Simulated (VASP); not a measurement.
Wanted: the native input for a VASP 6.6.1 run.

- Task: single point
- Functional: PBEsol
- Potentials or basis: VASP PAW PBE potentials, release 64 (Al, N)
- Cutoff: 520 eV
- k mesh: 10 × 10 × 10
- Occupations: gaussian, width 0.05 eV
- Spin: no spin polarisation
- Dipole correction: no
- Further INCAR settings: ALGO = Normal; EDIFF = 1e-06; NBANDS = 11

The structure of AlN lies in POSCAR:

```
AlN
1.0
    0.0000000000      2.0345180000      1.9938276400
    2.0345180000      0.0000000000      1.9938276400
    2.0345180000      2.0345180000      0.0000000000
Al N
1 1
Direct
    0.5000000000      0.5000000000      0.5000000000
    0.0000000000      0.0000000000      0.0000000000
```

This cell differs from its parent crystal: strain -0.0200 x Voigt [0, 0, 1, 0, 0, 0].

The input as run:

INCAR

```
ALGO     = Normal         # electronic algorithm
EDIFF    = 1E-6           # SCF threshold, eV
ENCUT    = 520            # plane-wave cutoff, eV
GGA      = PS             # functional
ISIF     = 2              # what is computed and relaxed
ISMEAR   = 0              # smearing method
LASPH    = T              # aspherical terms in the spheres
LCHARG   = T              # write CHGCAR
LELF     = T              # ELF
LREAL    = F              # projectors in reciprocal space
LVHAR    = T            
LWAVE    = F              # write WAVECAR
NBANDS   = 11             # bands
NELM     = 100            # most SCF steps
PREC     = Accurate       # precision mode
SIGMA    = 0.05           # smearing width, eV
```

KPOINTS

```
k-points
0
Gamma
  10 10 10
```

Potentials or basis: VASP PAW PBE potentials, release 64 (Al, N).

Command:

```sh
$ cat potpaw_PBE.64/Al/POTCAR potpaw_PBE.64/N/POTCAR > POTCAR
$ mpirun -np 1 vasp_std > vasp.out
```

It gave:

```
Pressure               : 0.8 GPa
Band gap on the k mesh : 4.40 eV, indirect (least direct gap 5.63 eV)
```

Caveat: the cell differs from its parent crystal (strain -0.0200 x Voigt [0, 0, 1, 0, 0, 0]); the PAW data sets were made with another functional, which shifts forces and pressure a little.

Wall time 26 s on 1 thread of Intel Xeon 8259CL (shared host), peak memory 0.14 GiB.
